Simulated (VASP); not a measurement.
Set up this calculation in VASP 6.6.1, as the native input.

```yaml
Task: single point
Functional: PBE
Potentials_or_basis: VASP PAW PBE potentials, release 64 (B)
Cutoff: 520 eV
k_mesh: 4 × 4 × 4
Occupations: gaussian, width 0.1 eV
Spin: no spin polarisation
Dipole_correction: no
Further_INCAR_settings: ALGO = Normal; EDIFF = 1e-07; NBANDS = 22
```

The structure of B lies in POSCAR:

```
B
1.0
    3.6554377453      0.0000000000      0.0000000000
    0.0000000000      3.6554377453      0.0000000000
    0.0000000000      0.0000000000      4.6536824573
B
8
Direct
    0.2500115762      0.4999323861      0.8749832379
    0.0000676139      0.2499884238      0.6250167621
    0.9999323861      0.7500115762      0.6250167621
    0.4999323861      0.7499884238      0.1250167621
    0.7499884238      0.5000676139      0.8749832379
    0.7500115762      0.0000676139      0.3749832379
    0.2499884238      0.9999323861      0.3749832379
    0.5000676139      0.2500115762      0.1250167621
```

One way to write it, as run:

INCAR

```
SYSTEM = B
PREC = Accurate
ENCUT = 520
EDIFF = 1E-7
ISMEAR = 0
SIGMA = 0.1
LREAL = .FALSE.
LASPH = .TRUE.
NELM = 100
ALGO = Normal
ISIF = 2
LWAVE = .FALSE.
LCHARG = .TRUE.
GGA = PE
LELF = .TRUE.
LVHAR = .TRUE.
NBANDS = 22
```

KPOINTS

```
regular mesh
0
G
  4 4 4
  0 0 0
```

Potentials or basis: VASP PAW PBE potentials, release 64 (B).

Launch:

```bash
$ cat potpaw_PBE.64/B/POTCAR > POTCAR
$ mpirun -np 1 vasp_std > vasp.out
```

It gave:

| Quantity | Value |
| --- | --- |
| Pressure | 0.0 GPa |
| Band gap on the k mesh | zero (band 12 reaches 5.86 eV, above the bottom of band 13 at 4.08 eV) |

Caveat: the k points lie up to 0.43 Å⁻¹ apart.

Wall time 20 s on 1 thread of Intel(R) Xeon(R) Platinum 8488C (Sapphire Rapids) (shared host), peak memory 0.16 GiB.
